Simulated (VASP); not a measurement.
Here is a VASP 6.6.1 calculation.

The input INCAR:

```
PREC = Accurate ; ENCUT = 520
EDIFF = 1E-6 ; ISMEAR = 0
SIGMA = 0.01 ; LREAL = False
LASPH = True ; NELM = 80
ALGO = Normal ; ISIF = 2
LWAVE = False ; LCHARG = False
GGA = PE ; NBANDS = 15
```

The input KPOINTS:

```
Automatic mesh
0
Gamma
  4 4 4
```

The input POSCAR:

```
KI
1.0
    0.0000000000      3.9973716306      3.9973716306
    3.9973716306      0.0000000000      3.9973716306
    3.9973716306      3.9973716306      0.0000000000
K I
1 1
Direct
    0.0000000000      0.0000000000      0.0000000000
    0.2500000000      0.2500000000      0.2500000000
```

Potentials or basis: VASP PAW PBE potentials, release 64 (K_sv, I).

Launch:

```sh
$ cat potpaw_PBE.64/K_sv/POTCAR potpaw_PBE.64/I/POTCAR > POTCAR
$ mpirun -np 1 vasp_std > vasp.out
```

Q: What does it give for the band gap on the k mesh?

A: 3.89 eV, direct.

Q: Predict the pressure.

A: 0.0 GPa.

Caveat: spin-orbit coupling is left out, which moves the levels of the heavy elements. As with any semilocal functional, this PBE gap is likely too small.
